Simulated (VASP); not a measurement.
# SiO2 (Ibam) in VASP: settings compared, part 2 of 2

VASP 6.6.1.

## Step 4: Single point, LDA

INCAR reads:

```
SYSTEM = SiO2
PREC = Accurate
ENCUT = 600
EDIFF = 1E-6
ISMEAR = 0
SIGMA = 0.01
LREAL = .FALSE.
LASPH = .TRUE.
NELM = 120
ALGO = Normal
ISIF = 2
LWAVE = .FALSE.
LCHARG = .FALSE.
NBANDS = 25
GGA_COMPAT = .FALSE.
```

KPOINTS reads:

```
Automatic mesh
0
G
  8 8 8
  0 0 0
```

POSCAR reads:

```
SiO2
1.0
   -2.8058995024      2.8087755226      2.3452081679
    2.8058995024     -2.8087755226      2.3452081679
    2.8058995024      2.8087755226     -2.3452081679
Si O
2 4
Direct
    0.2500000000      0.2500000000      0.0000000000
    0.7500000000      0.7500000000      0.0000000000
    0.1473070228      0.8524439467      0.9997509695
    0.6473070228      0.6475560533      0.2948630761
    0.3526929772      0.3524439467      0.7051369239
    0.8526929772      0.1475560533      0.0002490305
```

Potentials or basis: VASP PAW LDA potentials, release 64 (Si, O).

Started as:

```bash
$ cat potpaw_LDA.64/Si/POTCAR potpaw_LDA.64/O/POTCAR > POTCAR
$ mpirun -np 1 vasp_std > vasp.out
```

OUTCAR:

```text
SYSTEM = SiO2
   PREC = Accurate
   ENCUT = 600
   EDIFF = 1E-6
   ISMEAR = 0
   LREAL = .FALSE.
   LASPH = .TRUE.
   NELM = 120
   ISIF = 2

 ion  position               nearest neighbor table
   1  0.250  0.250  0.000-   6 1.66   5 1.66   3 1.66   4 1.66   2 2.35   2 2.35
   2  0.750  0.750  0.000-   3 1.66   4 1.66   5 1.66   6 1.66   1 2.35   1 2.35
   3  0.147  0.852  1.000-   2 1.66   1 1.66
   4  0.647  0.648  0.295-   2 1.66   1 1.66
   5  0.353  0.352  0.705-   1 1.66   2 1.66
   6  0.853  0.148  0.000-   1 1.66   2 1.66

  LATTYP: Found a body centered orthorhombic cell.
 ALAT       =     4.6904163358
 B/A-ratio  =     1.1964394209
 C/A-ratio  =     1.1976657599

  Lattice vectors:

 A1 = (   2.8058995024,  -2.8087755226,   2.3452081679)
 A2 = (  -2.8058995024,  -2.8087755226,  -2.3452081679)
 A3 = (   2.8058995024,   2.8087755226,  -2.3452081679)

Analysis of symmetry for initial positions (statically):
=====================================================================
 Subroutine PRICEL returns:
 Original cell was already a primitive cell.

 Routine SETGRP: Setting up the symmetry group for a
 body centered orthorhombic supercell.

 Subroutine GETGRP returns: Found  8 space group operations
 (whereof  4 operations were pure point group operations)
 out of a pool of  8 trial point group operations.

The static configuration has the point symmetry C_2h.
 The point group associated with its full space group is D_2h.

Analysis of symmetry for dynamics (positions and initial velocities):
=====================================================================
 Subroutine PRICEL returns:
 Original cell was already a primitive cell.

 Routine SETGRP: Setting up the symmetry group for a
[... 133 lines left out ...]
   IMIX   =      4    mixing-type and parameters
     AMIX     =   0.40;   BMIX     =  1.00
     AMIX_MAG =   1.60;   BMIX_MAG =  1.00
  volume/ion in A,a.u.               =      12.32        83.15
  Fermi-wavevector in a.u.,A,eV,Ry     =   1.238363  2.340167 20.865119  1.533543
  Thomas-Fermi vector in A             =   2.372892
   LORBIT       =      0    0 simple, 1 ext, 2 COOP (PROOUT), +10 PAW based schemes
   GGA     = CA    functional components
   LHFCALC =     F    Hartree Fock is set to
   AEXX    =    0.0000 exact exchange contribution
   IVDW    =     0    specifies the selected vdW correction
   LEPSILON=     F    determine dielectric tensor
   LRPA    =     F    only Hartree local field effects (RPA)
 non-spin polarized calculation
 Gauss-broadening in eV      SIGMA  =   0.01
  energy-cutoff  :      600.00
  volume of cell :       73.93
 maximum number of plane-waves:      2488
 NGX is ok and might be reduce to    40
   NGX = 19   NGY = 19   NGZ = 19

 number of electron      32.0000001 magnetization

 Free energy of the ion-electron system (eV)
  ---------------------------------------------------
  ext. energy  EPLUGINS =         0.00000000
  ---------------------------------------------------
  free energy    TOTEN  =       -49.35604592 eV

  energy without entropy =      -49.35604592  energy(sigma->0) =      -49.35604592

 E-fermi :   1.2601     XC(G=0):  -9.9246

 val. band max:        1.2153935110   @ k =   0.5000   0.5000   0.5000
 cond. band min:       6.0106902038   @ k =   0.0000   0.0000   0.0000
 fundamental gap:      4.7952966928
 Fermi energy:         1.2601447254

 k-point     1 :       0.0000    0.0000    0.0000
  band No.  band energies     occupation
      1     -18.7934      2.00000
      2     -16.9442      2.00000
      3     -15.5790      2.00000
      4     -15.5777      2.00000
      5      -5.6854      2.00000
      6      -4.1084      2.00000
[... 661 lines left out ...]
     24      12.8838      0.00000
     25      13.3955      0.00000

 [... further k-points ...]

------------------------ aborting loop because EDIFF is reached ----------------------------------------

  FORCE on cell =-STRESS in cart. coord.  units (eV):
  Direction    XX          YY          ZZ          XY          YZ          ZX
  --------------------------------------------------------------------------------------
  -------------------------------------------------------------------------------------
  Total       -0.5128819     -0.5143991      0.0582553      0.0000000      0.0000000      0.0000000
  in kB      -11.1146910    -11.1475720      1.2624546      0.0000000      0.0000000      0.0000000
  external PRESSURE =      -6.9999361 kB  Pullay stress =       0.0000000 kB

 VOLUME and BASIS-vectors are now :
 -----------------------------------------------------------------------------
  energy-cutoff  :      600.00
  volume of cell :       73.93
      direct lattice vectors                 reciprocal lattice vectors
    -2.805899502  2.808775523  2.345208168     0.000000000  0.178013514  0.213200690
     2.805899502 -2.808775523  2.345208168     0.178195976  0.000000000  0.213200690
     2.805899502  2.808775523 -2.345208168     0.178195976  0.178013514  0.000000000

 POSITION                                       TOTAL-FORCE (eV/Angst)
 -----------------------------------------------------------------------------------
      0.00000      0.00000      1.17260        -0.000000     -0.000000      0.000000
      0.00000      0.00000      3.51781        -0.000000     -0.000000      0.000000
      4.78374      0.82750      0.00000        -0.068350      0.069352      0.000000
      0.82805      0.82750      2.34521         0.068350      0.069352     -0.000000
      1.97784      1.98127      0.00000        -0.068350     -0.069352     -0.000000
     -1.97784      1.98127      2.34521         0.068350     -0.069352      0.000000
 -----------------------------------------------------------------------------------
    total drift:                                0.000000     -0.000000      0.000000

  FREE ENERGIE OF THE ION-ELECTRON SYSTEM (eV)
  ---------------------------------------------------
  free  energy   TOTEN  =       -49.3560459242 eV

  energy  without entropy=      -49.3560459242  energy(sigma->0) =      -49.35604592
```

OSZICAR:

```text
N       E                     dE             d eps       ncg     rms          rms(c)
DAV:   1     0.163810986715E+03    0.16381E+03   -0.17840E+04  4750   0.132E+03
DAV:   2    -0.443855740466E+02   -0.20820E+03   -0.19903E+03  6463   0.280E+02
DAV:   3    -0.549259657468E+02   -0.10540E+02   -0.10481E+02  6103   0.625E+01
DAV:   4    -0.550225456396E+02   -0.96580E-01   -0.96532E-01  5405   0.689E+00
DAV:   5    -0.550236844416E+02   -0.11388E-02   -0.11386E-02  5887   0.737E-01    0.192E+01
DAV:   6    -0.495703499839E+02    0.54533E+01   -0.16276E+01  5348   0.261E+01    0.988E+00
DAV:   7    -0.494347903903E+02    0.13556E+00   -0.52534E-01  5412   0.464E+00    0.362E+00
DAV:   8    -0.493629473577E+02    0.71843E-01   -0.68195E-02  5906   0.198E+00    0.111E+00
DAV:   9    -0.493558360233E+02    0.71113E-02   -0.13009E-02  5528   0.845E-01    0.224E-01
DAV:  10    -0.493560129613E+02   -0.17694E-03   -0.11544E-03  5672   0.226E-01    0.944E-02
DAV:  11    -0.493560409916E+02   -0.28030E-04   -0.14172E-04  5306   0.846E-02    0.433E-02
DAV:  12    -0.493560450041E+02   -0.40126E-05   -0.11071E-05  5396   0.211E-02    0.706E-03
DAV:  13    -0.493560459242E+02   -0.92006E-06   -0.83371E-07  3967   0.603E-03
   1 F= -.49356046E+02 E0= -.49356046E+02  d E =-.221139E-13
```

It took 2 min on 1 thread of AMD EPYC 9R45 (Zen 5), shared host; peak memory 0.26 GiB.

What came out:

```
Free energy            : -49.3560 eV
Pressure               : -0.7 GPa
Largest force          : 0.097 eV/Å
Band gap on the k mesh : 4.80 eV (least direct gap 5.30 eV)
```

Forces on the atoms (eV/Å):
```
Si   0.000  0.000  0.000
Si   0.000  0.000  0.000
O   -0.068  0.069  0.000
O    0.068  0.069  0.000
O   -0.068 -0.069  0.000
O    0.068 -0.069  0.000
```

## Step 5: Overview

| level | potentials or basis | k mesh | cutoff (eV) | smearing | gap on the mesh (eV) | pressure (GPa) | largest force (eV/Å) |
| --- | --- | --- | --- | --- | --- | --- | --- |
| r2SCAN+rVV10 | VASP PAW PBE potentials, release 64 (Si, O) | 6 × 6 × 6 | 660 | fermi-dirac 0.02 eV | 5.63 | 0.3 | 0.09 |
| PBE | VASP PAW PBE potentials, release 64 (Si, O) | 8 × 8 × 8 | 600 | fermi-dirac 0.02 eV | 4.98 | 6.8 | 0.62 |
| LDA | VASP PAW LDA potentials, release 64 (Si, O) | 8 × 8 × 8 | 600 | gaussian 0.01 eV | 4.80 | -0.7 | 0.10 |

Alike in all rows: task single point; no spin polarisation; cell as given.

Caveats: the PAW data sets were made with another functional, which shifts forces and pressure a little (at least some runs); the cell stands under pressure (at least some runs).

Total energies depend on the potentials used, so only differences within one code and one set of settings carry meaning.
